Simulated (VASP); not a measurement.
**BN: single point with PBEsol**

The system is BN.

```
B N
1.0
     2.56597    0.00000    0.00000
    -1.28298    2.22219    0.00000
     0.00000    0.00000    4.19975
B N
2 2
Direct
  0.33333 0.66667 0.99963
  0.66667 0.33333 0.49963
  0.33333 0.66667 0.37437
  0.66667 0.33333 0.87437
```

This cell differs from its parent crystal: strained cell.

```json
{
 "Program": "VASP 6.6.1",
 "Task": "single point",
 "Functional": "PBEsol",
 "Potentials or basis": "VASP PAW PBE potentials, release 64 (B, N)",
 "Cutoff": "520 eV",
 "k mesh": "9 × 9 × 6",
 "Occupations": "gaussian, width 0.02 eV",
 "Spin": "no spin polarisation",
 "Dipole correction": "no",
 "Further INCAR settings": "ALGO = Normal; EDIFF = 1e-06; NBANDS = 16"
}
```

| Property | Result |
| --- | --- |
| Pressure | -6.3 GPa |
| Band gap on the k mesh | 5.03 eV (least direct gap 8.07 eV) |

Stress tensor (GPa, compression positive):
```
-9.62  0.00  0.00
 0.00 -9.62  0.00
 0.00  0.00  0.24
```

Levels at points of the mesh, in eV from the valence-band top:
```
           k point  band 6  band 7  band 8  band 9  band 10  band 11
(0.00, 0.00, 0.00)   -0.23    0.00    0.00    8.17     8.17     8.80
(0.00, 0.00, 0.50)   -1.21   -1.21   -1.21    9.16     9.16     9.73
```

Wall time 24 s on 1 thread of Intel Xeon 8259CL (shared host), peak memory 0.14 GiB.

Caveat: the cell differs from its parent crystal (strained cell); the cell stands under tension; the PAW data sets were made with another functional, which shifts forces and pressure a little; an odd mesh through Γ misses points on the zone boundary, where band edges can lie.
